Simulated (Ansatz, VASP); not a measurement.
# VSeS3: VASP beside Ansatz

```
V Se S
1.0
     4.73326    0.00000    0.00000
     0.00000    4.73326    0.00000
     0.00000    0.00000    4.73326
V Se S
1 1 3
Direct
  0.00000 0.00000 0.00000
  0.50000 0.50000 0.50000
  0.00000 0.50000 0.50000
  0.50000 0.00000 0.50000
  0.50000 0.50000 0.00000
```

Change from the starting cell: species swapped into the TmBRh3 type (Pm-3m, No. 221).

Alike in both runs: functional PBE; k mesh 8 × 8 × 8; occupations gaussian, width 0.1 eV; collinear spin.

Ansatz relaxed the structure, and its values are those at the end. VASP's run is a single point on that final structure, the one shown.

|  | VASP | Ansatz |
| --- | --- | --- |
| version | VASP 6.6.1 | Ansatz 0.2.0 |
| potentials or method | VASP PAW PBE potentials, release 64 (V_sv, Se, S), cutoff 520 eV | scalar-relativistic, plane waves, PAW |
| valence electrons in the cell | 37 | 47 |

|  | VASP | Ansatz | Ansatz less VASP |
| --- | --- | --- | --- |
| gap on the k mesh at the Fermi level (eV) | none | none | - |
| pressure (GPa) | 0.0 | 0.0 | +0.03 |
| net moment per atom (μB) | 0.46 | 0.46 | 0.000 |
| size of the moment on the site where the two differ most (μB) | 2.81 | 3.01 | +0.199 |

Site moments also hang on the region over which each program counts them. A gap of «none» marks a metal or a gap that the smearing closes. VASP's potentials hold 37 valence electrons a cell and Ansatz's 47, so a difference there can come from the potentials and not from the codes. Ansatz's warnings: given moment on shells.
